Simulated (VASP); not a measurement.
# BeCdF4 (I4/mmm) in VASP: single point with PBE

Aim: the single point of BeCdF4 with PBE.

Everything below comes from runs of VASP 6.6.1. Logs are shortened: lines on timing, memory, paths and dates and some standing lists are left out, and cuts for length are marked.

### Step 1. The cell of the first run

Symmetry: I4/mmm, No. 139, tetragonal system. The conventional cell has a = 4.233 Å, b = 4.233 Å, c = 9.224 Å, α = 90.00°, β = 90.00°, γ = 90.00°. Within 2.8 Å of Be (site symmetry 4/mmm) lie 4 F at 2.12 Å. Cd (site symmetry 4/mmm) has 4 F at 2.12 Å within 2.8 Å. F (site symmetry -4m2) has 6 F at 2.31 to 2.99 Å within 3.0 Å. Within 2.8 Å of F (site symmetry mmm) lie 2 Be at 2.12 Å and 2 Cd at 2.12 Å and 2 F at 2.31 Å.

The cell was generated, and may not be a known phase.

### Step 2. Single point, PBE

File INCAR:

```
SYSTEM = BeCdF4
ALGO     = Normal         ! electronic algorithm
EDIFF    = 1E-6           ! SCF threshold, eV
ENCUT    = 520            ! plane-wave cutoff, eV
GGA      = PE             ! functional
ISIF     = 2              ! what is computed and relaxed
ISMEAR   = 0              ! smearing method
LASPH    = .TRUE.         ! aspherical terms in the spheres
LCHARG   = .FALSE.        ! write CHGCAR
LREAL    = .FALSE.        ! projectors in reciprocal space
LWAVE    = .FALSE.        ! write WAVECAR
NBANDS   = 30             ! bands
NELM     = 80             ! most SCF steps
PREC     = Accurate       ! precision mode
SIGMA    = 0.1            ! smearing width, eV
```

File KPOINTS:

```
k-points
0
G
  12 12 12
  0 0 0
```

File POSCAR:

```
BeCdF4
1.0
   -2.1163011620      2.1163011620      4.6117751464
    2.1163011620     -2.1163011620      4.6117751464
    2.1163011620      2.1163011620     -4.6117751464
Be Cd F
1 1 4
Direct
    0.0000000000      0.0000000000      0.0000000000
    0.5000000000      0.5000000000      0.0000000000
    0.7500000000      0.2500000000      0.5000000000
    0.0000000000      0.5000000000      0.5000000000
    0.5000000000      0.0000000000      0.5000000000
    0.2500000000      0.7500000000      0.5000000000
```

Potentials or basis: VASP PAW PBE potentials, release 64 (Be, Cd, F).

Started as:

```
cat potpaw_PBE.64/Be/POTCAR potpaw_PBE.64/Cd/POTCAR potpaw_PBE.64/F/POTCAR > POTCAR
mpirun -np 1 vasp_std > vasp.out
```

OUTCAR:

```text
SYSTEM = BeCdF4
   EDIFF = 1E-6
   ENCUT = 520
   GGA = PE
   ISIF = 2
   ISMEAR = 0
   LASPH = .TRUE.
   LREAL = .FALSE.
   NELM = 80
   PREC = Accurate

 ion  position               nearest neighbor table
   1  0.000  0.000  0.000-   4 2.12   5 2.12   4 2.12   5 2.12   2 2.99   2 2.99   2 2.99   2 2.99

   2  0.500  0.500  0.000-   4 2.12   5 2.12   5 2.12   4 2.12   1 2.99   1 2.99   1 2.99   1 2.99

   3  0.750  0.250  0.500-
   4  0.000  0.500  0.500-   1 2.12   2 2.12   1 2.12   2 2.12
   5  0.500  0.000  0.500-   1 2.12   2 2.12   2 2.12   1 2.12
   6  0.250  0.750  0.500-

  LATTYP: Found a body centered tetragonal cell.
 ALAT       =     4.2326023240
 C/A-ratio  =     2.1791677051

  Lattice vectors:

 A1 = (  -2.1163011620,   2.1163011620,   4.6117751464)
 A2 = (   2.1163011620,  -2.1163011620,   4.6117751464)
 A3 = (   2.1163011620,   2.1163011620,  -4.6117751464)

Analysis of symmetry for initial positions (statically):
=====================================================================
 Subroutine PRICEL returns:
 Original cell was already a primitive cell.

 Routine SETGRP: Setting up the symmetry group for a
 body centered tetragonal supercell.

 Subroutine GETGRP returns: Found 16 space group operations
 (whereof 16 operations were pure point group operations)
 out of a pool of 16 trial point group operations.

The static configuration has the point symmetry D_4h.

Analysis of symmetry for dynamics (positions and initial velocities):
=====================================================================
 Subroutine PRICEL returns:
 Original cell was already a primitive cell.

 Routine SETGRP: Setting up the symmetry group for a
 body centered tetragonal supercell.

 Subroutine GETGRP returns: Found 16 space group operations
 (whereof 16 operations were pure point group operations)
 out of a pool of 16 trial point group operations.

The dynamic configuration has the point symmetry D_4h.

 Subroutine INISYM returns: Found 16 space group operations
 (whereof 16 operations are pure point group operations),
 and found     1 'primitive' translations

----------------------------------------------------------------------------------------

                                     Primitive cell

  volume of cell :      82.6196

  direct lattice vectors                    reciprocal lattice vectors
    -2.116301162  2.116301162  4.611775146     0.000000000  0.236261270  0.108418122
     2.116301162 -2.116301162  4.611775146     0.236261270  0.000000000  0.108418122
     2.116301162  2.116301162 -4.611775146     0.236261270  0.236261270  0.000000000

  length of vectors
     5.497811493  5.497811493  5.497811493     0.259949758  0.259949758  0.334123892

  position of ions in fractional coordinates (direct lattice)
     0.000000000  0.000000000  0.000000000
     0.500000000  0.500000000  0.000000000
     0.750000000  0.250000000  0.500000000
     0.000000000  0.500000000  0.500000000
     0.500000000  0.000000000  0.500000000
     0.250000000  0.750000000  0.500000000

  ion indices of the primitive-cell ions
   primitive index   ion index
                 1           1
                 2           2
                 3           3
                 4           4
                 5           5
                 6           6

----------------------------------------------------------------------------------------

 KPOINTS: k-points

Automatic generation of k-mesh.
 Grid dimensions read from file:
 generate k-points for:   12   12   12

 Generating k-lattice:

  Cartesian coordinates                     Fractional coordinates (reciprocal lattice)
     0.000000000  0.019688439  0.009034843     0.083333333  0.000000000  0.000000000
     0.019688439  0.000000000  0.009034843     0.000000000  0.083333333  0.000000000
     0.019688439  0.019688439  0.000000000     0.000000000  0.000000000  0.083333333

  Length of vectors
     0.021662480  0.021662480  0.027843658

  Shift w.r.t. Gamma in fractional coordinates (k-lattice)
     0.000000000  0.000000000  0.000000000

 Subroutine IBZKPT returns following result:
 ===========================================

 Found    163 irreducible k-points:

 Following reciprocal coordinates:
            Coordinates               Weight
  0.000000  0.000000  0.000000      1.000000
  0.083333 -0.000000  0.000000      8.000000
  0.166667  0.000000 -0.000000      8.000000
  0.250000  0.000000  0.000000      8.000000
  0.333333 -0.000000  0.000000      8.000000
  0.416667 -0.000000  0.000000      8.000000
[... 16 lines left out ...]
  0.500000  0.166667  0.000000     16.000000
 -0.416667  0.166667  0.000000     16.000000
 [... further k-points ...]
   k-points           NKPTS =    163   k-points in BZ     NKDIM =    163   number of bands    NBANDS=     30
   number of dos      NEDOS =    301   number of ions     NIONS =      6
   total plane-waves  NPLWV =  74088
   dimension x,y,z NGX =    42 NGY =   42 NGZ =   42
   dimension x,y,z NGXF=    84 NGYF=   84 NGZF=   84
   ions per type =               1   1   4
   NGX,Y,Z   is equivalent  to a cutoff of  12.70, 12.70, 12.70 a.u.
   NGXF,Y,Z  is equivalent  to a cutoff of  25.40, 25.40, 25.40 a.u.
 SYSTEM =  BeCdF4
   PREC   = accura    normal or accurate (medium, high low for compatibility)
   ISTART =      0    job   : 0-new  1-cont  2-samecut
   ICHARG =      2    charge: 1-file 2-atom 10-const
   ISPIN  =      1    spin polarized calculation?
   LNONCOLLINEAR =      F non collinear calculations
   LSORBIT =      F    spin-orbit coupling
   LASPH  =      T    aspherical Exc in radial PAW
   ENCUT  =  520.0 eV  38.22 Ry    6.18 a.u.  10.22 10.22 10.22*2*pi/ulx,y,z
   NELM   =     80;   NELMIN=  2; NELMDL= -5     # of ELM steps
   EDIFF  = 0.1E-05   stopping-criterion for ELM
   LREAL  =      F    real-space projection
[... 7 lines left out ...]
   TEBEG  =    0.0;   TEEND  =   0.0 temperature during run
   PSTRESS=    0.0 pullay stress
   NELECT =      42.0000    total number of electrons
   NUPDOWN=      -1.0000    fix difference up-down
   EMIN   =  10.00;   EMAX   =-10.00  energy-range for DOS
   EFERMI =   0.00;   METHOD = LEGACY
   ISMEAR =     0;   SIGMA  =   0.10  broadening in eV -4-tet -1-fermi 0-gaus
   EFERMI_NEDOS =   21; number of points for ismear=-14 and -15
   IALGO  =     38    algorithm
   IMIX   =      4    mixing-type and parameters
     AMIX     =   0.40;   BMIX     =  1.00
     AMIX_MAG =   1.60;   BMIX_MAG =  1.00
  volume/ion in A,a.u.               =      13.77        92.92
  Fermi-wavevector in a.u.,A,eV,Ry     =   1.306563  2.469045 23.226587  1.707106
  Thomas-Fermi vector in A             =   2.437356
   LORBIT       =      0    0 simple, 1 ext, 2 COOP (PROOUT), +10 PAW based schemes
   GGA     = PE    functional components
   LHFCALC =     F    Hartree Fock is set to
   AEXX    =    0.0000 exact exchange contribution
   IVDW    =     0    specifies the selected vdW correction
   LEPSILON=     F    determine dielectric tensor
   LRPA    =     F    only Hartree local field effects (RPA)
 non-spin polarized calculation
 Gauss-broadening in eV      SIGMA  =   0.10
  energy-cutoff  :      520.00
  volume of cell :       82.62
 maximum number of plane-waves:      2246
 NGX is ok and might be reduce to    42
   NGX = 21   NGY = 21   NGZ = 21

 number of electron      41.9999997 magnetization

 Free energy of the ion-electron system (eV)
  ---------------------------------------------------
  ext. energy  EPLUGINS =         0.00000000
  ---------------------------------------------------
  free energy    TOTEN  =       -17.92840276 eV

  energy without entropy =      -17.92234586  energy(sigma->0) =      -17.92537431

 E-fermi :   0.0700     XC(G=0):  -9.2877

 val. band max:        0.0619215365   @ k =  -0.0833  -0.1667   0.0833
 cond. band min:       0.0718148008   @ k =  -0.1667  -0.1667   0.1667
 fundamental gap:      0.0098932642
 Fermi energy:         0.0699593265

 k-point     1 :       0.0000    0.0000    0.0000
  band No.  band energies     occupation
      1     -24.8410      2.00000
      2     -24.5034      2.00000
      3     -19.3594      2.00000
      4     -19.1508      2.00000
      5      -7.9020      2.00000
      6      -7.6753      2.00000
[... 22 lines left out ...]
     29      12.8524      0.00000
     30      13.0032      0.00000

 k-point     2 :       0.0833   -0.0000    0.0000
  band No.  band energies     occupation
      1     -24.8314      2.00000
      2     -24.5052      2.00000
      3     -19.3557      2.00000
      4     -19.1545      2.00000
      5      -8.0416      2.00000
      6      -7.9721      2.00000
[... 22 lines left out ...]
     29      12.1256      0.00000
     30      13.0212      0.00000

 k-point     3 :       0.1667    0.0000   -0.0000
  band No.  band energies     occupation
      1     -24.8055      2.00000
      2     -24.5106      2.00000
      3     -19.3454      2.00000
      4     -19.1652      2.00000
      5      -8.5070      2.00000
      6      -8.2471      2.00000
[... 22 lines left out ...]
     29      11.3809      0.00000
     30      12.7009      0.00000

 k-point     4 :       0.2500    0.0000    0.0000
  band No.  band energies     occupation
      1     -24.7680      2.00000
      2     -24.5199      2.00000
      3     -19.3291      2.00000
      4     -19.1822      2.00000
      5      -9.0107      2.00000
      6      -8.4285      2.00000
[... 22 lines left out ...]
     29      11.6603      0.00000
     30      12.1734      0.00000

 k-point     5 :       0.3333   -0.0000    0.0000
  band No.  band energies     occupation
      1     -24.7266      2.00000
      2     -24.5325      2.00000
      3     -19.3078      2.00000
      4     -19.2040      2.00000
      5      -9.4108      2.00000
      6      -8.5670      2.00000
[... 22 lines left out ...]
     29      11.5649      0.00000
     30      12.3492      0.00000
[... 526 lines left out ...]
     29      11.7583      0.00000
     30      13.0131      0.00000

 k-point    22 :       0.4167    0.1667   -0.0000
  band No.  band energies     occupation
      1     -24.6582      2.00000
      2     -24.5499      2.00000
      3     -19.2958      2.00000
      4     -19.2143      2.00000
      5      -9.6686      2.00000
      6      -8.9318      2.00000
[... 22 lines left out ...]
     29      11.2420      0.00000
     30      13.1775      0.00000

 k-point    23 :       0.5000    0.1667    0.0000
  band No.  band energies     occupation
      1     -24.6472      2.00000
      2     -24.5532      2.00000
      3     -19.2728      2.00000
      4     -19.2363      2.00000
      5      -9.7550      2.00000
      6      -8.9610      2.00000
[... 22 lines left out ...]
     29      11.0280      0.00000
     30      13.0864      0.00000

 k-point    24 :      -0.4167    0.1667    0.0000
  band No.  band energies     occupation
      1     -24.6651      2.00000
      2     -24.5436      2.00000
      3     -19.2598      2.00000
      4     -19.2486      2.00000
      5      -9.6680      2.00000
      6      -8.9306      2.00000
[... 22 lines left out ...]
     29      11.3533      0.00000
     30      12.7219      0.00000

 [... further k-points ...]
[... 5 lines left out ...]
  --------------------------------------------------------------------------------------
  -------------------------------------------------------------------------------------
  Total        0.3751213      0.3751213     -0.1124782      0.0000000     -0.0000000      0.0000000
  in kB        7.2744356      7.2744356     -2.1812017      0.0000000     -0.0000000      0.0000000
  external PRESSURE =       4.1225565 kB  Pullay stress =       0.0000000 kB

 VOLUME and BASIS-vectors are now :
 -----------------------------------------------------------------------------
  energy-cutoff  :      520.00
  volume of cell :       82.62
      direct lattice vectors                 reciprocal lattice vectors
    -2.116301162  2.116301162  4.611775146     0.000000000  0.236261270  0.108418122
     2.116301162 -2.116301162  4.611775146     0.236261270  0.000000000  0.108418122
     2.116301162  2.116301162 -4.611775146     0.236261270  0.236261270  0.000000000

 POSITION                                       TOTAL-FORCE (eV/Angst)
 -----------------------------------------------------------------------------------
      0.00000      0.00000      0.00000        -0.000000      0.000000      0.000000
      0.00000      0.00000      4.61178        -0.000000      0.000000      0.000000
      0.00000      2.11630      2.30589         0.000000      0.000000     -0.000000
      2.11630      0.00000      0.00000        -0.000000      0.000000      0.000000
      0.00000      2.11630      0.00000        -0.000000      0.000000      0.000000
      2.11630      0.00000      2.30589         0.000000     -0.000000     -0.000000
 -----------------------------------------------------------------------------------
    total drift:                               -0.000000      0.000000      0.000000

  FREE ENERGIE OF THE ION-ELECTRON SYSTEM (eV)
  ---------------------------------------------------
  free  energy   TOTEN  =       -17.9284027591 eV

  energy  without entropy=      -17.9223458550  energy(sigma->0) =      -17.92537431
```

Run time: 12 min. Hardware: 1 thread of Intel Xeon 8259CL, shared host; peak memory 0.5 GiB.

Results:

| Item | Value |
| --- | --- |
| Free energy | -17.9284 eV |
| Pressure | 0.4 GPa |
| Band gap on the k mesh | zero (bands 21 and 22 overlap by 0.18 eV) |

Levels at points of the mesh, in eV from the Fermi level:
| k point | band 18 | band 19 | band 20 | band 21 | band 22 | band 23 | band 24 | band 25 |
| --- | --- | --- | --- | --- | --- | --- | --- | --- |
| (0.00, 0.00, 0.00) | -0.89 | -0.80 | -0.33 | -0.22 | -0.22 | 3.43 | 4.46 | 6.53 |
| (0.50, 0.00, 0.00) | -0.76 | -0.73 | -0.64 | -0.63 | 2.05 | 2.96 | 4.12 | 6.11 |
| (0.50, 0.50, 0.00) | -1.12 | -0.15 | -0.12 | -0.09 | 3.29 | 3.49 | 3.65 | 3.84 |
| (0.50, 0.50, 0.50) | -1.20 | -0.24 | -0.24 | -0.04 | 0.62 | 3.17 | 3.48 | 6.66 |

Caveat: semilocal functionals underestimate gaps, and a narrow one can read as zero.
